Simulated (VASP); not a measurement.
Input of a VASP 6.6.1 run:

The input INCAR:

```
PREC     = Accurate       # precision mode
ENCUT    = 520            # plane-wave cutoff, eV
EDIFF    = 1E-6           # SCF threshold, eV
ISMEAR   = 0              # smearing method
SIGMA    = 0.05           # smearing width, eV
LREAL    = False          # projectors in reciprocal space
LASPH    = True           # aspherical terms in the spheres
NELM     = 60             # most SCF steps
ALGO     = Normal         # electronic algorithm
ISIF     = 2              # what is computed and relaxed
LWAVE    = False          # write WAVECAR
LCHARG   = False          # write CHGCAR
GGA      = PE             # functional
NBANDS   = 26             # bands
```

KPOINTS

```
Automatic mesh
0
Gamma
  8 6 4
```

Contents of POSCAR:

```
AlN
1.0
   -3.3134793387      0.0000000000      0.0000000000
    0.0000000000      0.0000000000     -4.1875902400
    0.0000000000     -5.7391145645      0.0000000000
Al N
4 4
Direct
    0.5333184513      0.2423139018      0.1666666667
   -0.0333184513      0.2423139018      0.6666666667
    0.0333184513      0.7423139018      0.3333333333
    0.4666815487      0.7423139018      0.8333333333
    0.5321024605      0.7648056511      0.1666666667
   -0.0321024605      0.7648056511      0.6666666667
    0.0321024605      0.2648056511      0.3333333333
    0.4678975395      0.2648056511      0.8333333333
```

Potentials or basis: VASP PAW PBE potentials, release 64 (Al, N).

Run with:

```bash
$ cat potpaw_PBE.64/Al/POTCAR potpaw_PBE.64/N/POTCAR > POTCAR
$ mpirun -np 1 vasp_std > vasp.out
```

(1) Estimate the band gap on the k mesh.

(2) Estimate the largest force.

(3) Estimate the pressure.

## Answers

(1) 3.26 eV, direct.

(2) 0.395 eV/Å.

(3) -0.1 GPa.

Caveat: the cell differs from its parent crystal (mode 4 frozen in at -0.110 Å and mode 5 at -0.062 Å (largest displacements)).
